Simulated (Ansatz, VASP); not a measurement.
**BaTiO3: VASP beside Ansatz**

Contents of INCAR:

```
  PREC = Accurate
  ENCUT = 520
  EDIFF = 1E-6
  ISMEAR = 0
  SIGMA = 0.02
  LREAL = False
  LASPH = True
  NELM = 80
  ALGO = Normal
  ISIF = 2
  LWAVE = False
  LCHARG = False
  GGA = PE
  NBANDS = 28
```

The input KPOINTS:

```
Automatic mesh
0
Gamma
  8 8 8
```

Contents of POSCAR:

```
BaTiO3
1.0
    3.9852569514      0.0000000000      0.0000000000
    0.0000000000      3.9852569514      0.0000000000
    0.0000000000      0.0000000000      4.2022181556
Ba Ti O
1 1 3
Direct
    0.0000000000      0.0000000000     -0.0106980007
    0.5000000000      0.5000000000      0.4720516320
    0.5000000000      0.5000000000      0.0408797620
    0.5000000000      0.0000000000      0.5203833034
    0.0000000000      0.5000000000      0.5203833034
```

Input for Ansatz:

```yaml
crystal:
  lattice:
    - [3.9852569195, 0.0, 0.0]
    - [0.0, 3.9852569195, 0.0]
    - [0.0, 0.0, 4.2022183672]
  atoms:
    - { symbol: Ba, position: [0.0, 0.0, -0.0106980079] }
    - { symbol: Ti, position: [0.5, 0.5, 0.4720516212] }
    - { symbol: O, position: [0.5, 0.5, 0.0408797744] }
    - { symbol: O, position: [0.5, 0.0, 0.5203833062] }
    - { symbol: O, position: [0.0, 0.5, 0.5203833062] }
basis:
  ecutwfc: 420
kpoints:
  mp_grid: { grid: [8, 8, 8] }
  band_path: { path: [VBM, CBM], npoints: 2 }
hamiltonian:
  xc: pbe
scf:
  occupations: { method: gaussian, width: 0.02 }
output:
  forces: false
  stress: false
  eigenvalues: true
checkpoint:
  read: start.run
  write: ck
  compress: false
  write_wavefunctions: false
  write_every: 100000
```

Alike in both runs: task single point; functional PBE; k mesh 8 × 8 × 8; occupations gaussian, width 0.02 eV; no spin polarisation.

|  | VASP | Ansatz |
| --- | --- | --- |
| version | VASP 6.6.1 | Ansatz 0.2.0 |
| potentials or method | VASP PAW PBE potentials, release 64 (Ba_sv, Ti_sv, O), cutoff 520 eV | scalar-relativistic, plane waves, PAW |
| valence electrons in the cell | 40 | 40 |

Ansatz gave:

* gap on the k mesh at the Fermi level (eV): 1.84
* least direct gap on the mesh (eV): 2.39

What did VASP give for the same quantities?

gap on the k mesh at the Fermi level (eV): 1.79; least direct gap on the mesh (eV): 2.36.

Spin-orbit coupling is off throughout.
